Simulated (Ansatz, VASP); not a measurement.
Given: the input of a run of Ansatz 0.2.0 on La2O3.

File input.yaml:

```yaml
crystal:
  lattice:
    - [6.3082833429, 0.0, 0.0]
    - [-3.1541416714, 5.4631336292, 0.0]
    - [0.0, 0.0, 3.3216193918]
  atoms:
    - { symbol: La, position: [0.6666666667, 0.3333333333, 0.5] }
    - { symbol: La, position: [0.3333333333, 0.6666666667, 0.5] }
    - { symbol: O, position: [0.50801399, 0.0, 0.0] }
    - { symbol: O, position: [0.0, 0.50801399, 0.0] }
    - { symbol: O, position: [0.49198601, 0.49198601, 0.0] }
kpoints:
  mp_grid: { grid: [5, 5, 8] }
scf:
  occupations: { method: fermi_dirac, width: 0.05 }
hamiltonian:
  xc: lda
  pseudopotentials: { kind: all_electron, lapw: { basis_error: 0.002 } }
output:
  forces: true
  stress: true
  eigenvalues: true
```

Potentials or basis: all-electron LAPW, scalar-relativistic.

Run with:

```bash
$ ansatz run input.yaml --threads 4 --pin off --max-ram 14336MiB --backend cpu --events-out ev --progress --plain --runs-dir out
```

**Question.** Translate it to VASP 6.6.1. Potentials there: VASP PAW LDA potentials, release 64 (La, O).

**Answer.** As run (the cutoff follows the program's own potentials):

INCAR

```
PREC = Accurate ; ENCUT = 520
EDIFF = 1E-7 ; ISMEAR = -1
SIGMA = 0.05 ; LREAL = False
LASPH = True ; NELM = 80
ALGO = Normal ; ISIF = 2
LWAVE = False ; LCHARG = False
GGA = CA ; NBANDS = 28
```

File KPOINTS:

```
Automatic mesh
0
Gamma
  5 5 8
```

Contents of POSCAR:

```
La2O3
1.0
    6.3082833429      0.0000000000      0.0000000000
   -3.1541416714      5.4631336292      0.0000000000
    0.0000000000      0.0000000000      3.3216193918
La O
2 3
Direct
    0.6666666667      0.3333333333      0.5000000000
    0.3333333333      0.6666666667      0.5000000000
    0.5080139900      0.0000000000      0.0000000000
    0.0000000000      0.5080139900      0.0000000000
    0.4919860100      0.4919860100      0.0000000000
```

Potentials or basis: VASP PAW LDA potentials, release 64 (La, O).

Launch:

```bash
$ cat potpaw_LDA.64/La/POTCAR potpaw_LDA.64/O/POTCAR > POTCAR
$ mpirun -np 1 vasp_std > vasp.out
```

Both were run:

|  | VASP | Ansatz | Ansatz less VASP |
| --- | --- | --- | --- |
| gap on the k mesh at the Fermi level (eV) | 1.48 | 1.49 | +0.002 |
| least direct gap on the mesh (eV) | 1.95 | 1.95 | +0.003 |
| pressure (GPa) | -5.0 | -5.0 | +0.06 |
| traceless stress, the component that is largest in VASP (GPa) | -3.70 | -3.72 | -0.020 |
| rms of the force components (eV/Å) | 0.037 | 0.037 | -0.0001 |

LDA's correlation is that of Perdew and Zunger in VASP and of Perdew and Wang (1992) in Ansatz. Atom by atom the forces differ by 0.000 eV/Å (rms over components). Ansatz ran all-electron here, and VASP with PAW potentials.

Neither program's run includes spin-orbit coupling.
